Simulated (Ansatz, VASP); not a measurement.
Two plane-wave programs on Sr2SO

```
Sr S O
1.0
     4.04324    0.00000    0.00000
     0.00000    4.04324    0.00000
     0.00000    0.00000    5.71800
Sr S O
2 1 1
Cartesian
  0.0000 0.0000 0.0000
  2.0216 2.0216 2.8590
  0.0000 0.0000 2.8590
  2.0216 2.0216 0.0000
```

Alike in both runs: task single point; functional PBEsol; k mesh 4 × 4 × 4; no spin polarisation.

|  | VASP | Ansatz |
| --- | --- | --- |
| version | VASP 6.6.1 | Ansatz 0.2.0 |
| potentials or method | VASP PAW PBE potentials, release 64 (Sr_sv, S, O) | plane waves, PAW |
| plane-wave cutoff (eV) | 520 | 420 |
| occupations | gaussian, width 0.01 eV | fixed |
| valence electrons in the cell | 32 | 32 |

|  | VASP | Ansatz | Ansatz less VASP |
| --- | --- | --- | --- |
| gap on the k mesh at the Fermi level (eV) | 2.12 | 2.14 | +0.020 |

VASP's potentials were made for PBE, not for PBEsol.
